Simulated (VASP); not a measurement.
A run of VASP 6.6.1 is set up as follows.

Contents of INCAR:

```
SYSTEM = Sn
ALGO = Normal
EDIFF = 1E-7
EDIFFG = -0.005
ENCUT = 600
IBRION = 2
ISIF = 3
ISMEAR = 0
LASPH = .TRUE.
LCHARG = .FALSE.
LREAL = .FALSE.
LWAVE = .FALSE.
NELM = 100
NSW = 100
PREC = Accurate
SIGMA = 0.1
```

Contents of KPOINTS:

```
k-points
0
G
  16 16 16
  0 0 0
```

The input POSCAR:

```
Sn
1.0
   -2.9196440750      2.9196440750      1.5938000000
    2.9196440750     -2.9196440750      1.5938000000
    2.9196440750      2.9196440750     -1.5938000000
Sn
2
Direct
    0.0000000000      0.0000000000      0.0000000000
    0.7500000000      0.2500000000      0.5000000000
```

Potentials or basis: VASP PAW LDA potentials, release 64 (Sn_d).

Launch:

```console
$ cat potpaw_LDA.64/Sn_d/POTCAR > POTCAR
$ mpirun -np 1 vasp_std > vasp.out
```

**Question.** Estimate the relaxed cell.

**Answer.** a = 4.383 Å, b = 4.383 Å, c = 4.383 Å, α = 97.30°, β = 97.30°, γ = 138.24°.

**Question.** Estimate the band gap on the k mesh.

**Answer.** Zero (band 14 reaches 9.80 eV, above the bottom of band 15 at 5.39 eV).

Final structure:
```
Sn
1.0
    -2.89540    2.89540    1.56205
     2.89540   -2.89540    1.56205
     2.89540    2.89540   -1.56205
Sn
2
Cartesian
  2.8954 -2.8954 1.5621
  0.0000 2.8954 0.7810
```

Caveat: spin-orbit coupling is left out, which moves the levels of the heavy elements. Zero-point motion and thermal expansion aren't in these numbers.
